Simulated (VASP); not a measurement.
# PC2: single point with PBE

Crystal: PC2.

```
P C
1.0
     2.31051   -4.09170   -0.23197
     2.31051    4.09170   -0.23197
    -1.02584    0.00000    4.18141
P C
2 4
Direct
  0.76869 0.76869 0.81826
  0.23131 0.23131 0.18174
  0.46430 0.83126 0.98078
  0.53570 0.16874 0.01922
  0.16874 0.53570 0.01922
  0.83126 0.46430 0.98078
```

| Item | Value |
| --- | --- |
| Program | VASP 6.6.1 |
| Task | single point |
| Functional | PBE |
| Potentials or basis | VASP PAW PBE potentials, release 64 (P, C) |
| Cutoff | 520 eV |
| k mesh | 4 × 4 × 3 |
| Occupations | gaussian, width 0.2 eV |
| Spin | no spin polarisation |
| Dipole correction | no |
| Further INCAR settings | ALGO = Normal; EDIFF = 1e-06; NBANDS = 22 |

```
Pressure               : -0.2 GPa
Largest force          : 0.099 eV/Å
Band gap on the k mesh : zero (band 13 reaches 5.30 eV, above the bottom of band 14 at 4.35 eV)
```

Forces in eV/Å, atoms in the order of the input:
```
P   -0.044  0.000  0.078
P    0.044  0.000 -0.078
C    0.080 -0.047 -0.034
C   -0.080  0.047  0.034
C   -0.080 -0.047  0.034
C    0.080  0.047 -0.034
```

Stress tensor (GPa, compression positive):
```
 0.16  0.00 -0.07
 0.00 -0.27  0.00
-0.07  0.00 -0.41
```

Levels at points of the mesh, in eV from the Fermi level:
```csv
k point,band 11,band 12,band 13,band 14,band 15,band 16
"(0.00, 0.00, 0.00)",-2.49,-2.16,-1.54,0.50,3.56,3.62
"(0.50, 0.00, 0.00)",-2.61,-2.48,-0.44,1.55,2.01,3.15
"(0.50, 0.50, 0.00)",-4.03,-2.74,-1.35,-0.69,2.43,3.34
```

Wall time 33 s on 1 thread of Intel(R) Xeon(R) Platinum 8488C (Sapphire Rapids), on a shared host, peak memory 0.18 GiB.

Caveat: the k points lie up to 0.52 Å⁻¹ apart.
